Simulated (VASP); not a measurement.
Here is a VASP 6.6.1 calculation.

Contents of INCAR:

```
SYSTEM = Cd3I2
PREC = Accurate
ENCUT = 600
EDIFF = 1E-6
ISMEAR = 0
SIGMA = 0.1
LREAL = .FALSE.
LASPH = .TRUE.
NELM = 80
ALGO = Normal
ISIF = 3
LWAVE = .FALSE.
LCHARG = .FALSE.
GGA = PE
IBRION = 2
NSW = 90
EDIFFG = -0.04
```

File KPOINTS:

```
regular mesh
0
G
  6 6 2
  0 0 0
```

The input POSCAR:

```
Cd3I2
1.0
    4.8435336902      0.0000000000      0.0000000000
   -2.4217668451      4.1946232198      0.0000000000
    0.0000000000      0.0000000000      7.5357516551
Cd I
3 2
Direct
    0.0000000000      0.0000000000      0.0000000000
    0.3333333333      0.6666666667      0.6450000000
    0.6666666667      0.3333333333      0.3550000000
    0.3333333333      0.6666666667      0.2450000000
    0.6666666667      0.3333333333      0.7550000000
```

Potentials or basis: VASP PAW PBE potentials, release 64 (Cd, I).

Run with:

```bash
$ cat potpaw_PBE.64/Cd/POTCAR potpaw_PBE.64/I/POTCAR > POTCAR
$ mpirun -np 1 vasp_std > vasp.out
```

Question: Estimate the space group after relaxing (to 0.1 Å).

Answer: P-3m1 (No. 164).

Question: Predict the relaxed volume.

Answer: 42.52 Å³/atom.

Question: What does it give for the band gap on the k mesh?

Answer: Zero (bands 25 and 26 overlap by 2.38 eV).

Forces on the atoms (eV/Å):
```
Cd   0.000  0.000  0.000
Cd   0.000  0.000 -0.012
Cd   0.000  0.000  0.012
I    0.000  0.000 -0.027
I    0.000  0.000  0.027
```

Caveat: the k points lie up to 0.54 Å⁻¹ apart in the final cell, too coarse for converged energies and pressures of a metal; the volume moved by over 15 % at a fixed basis, so the end points are rough; spin-orbit coupling is left out, which moves the levels of the heavy elements.
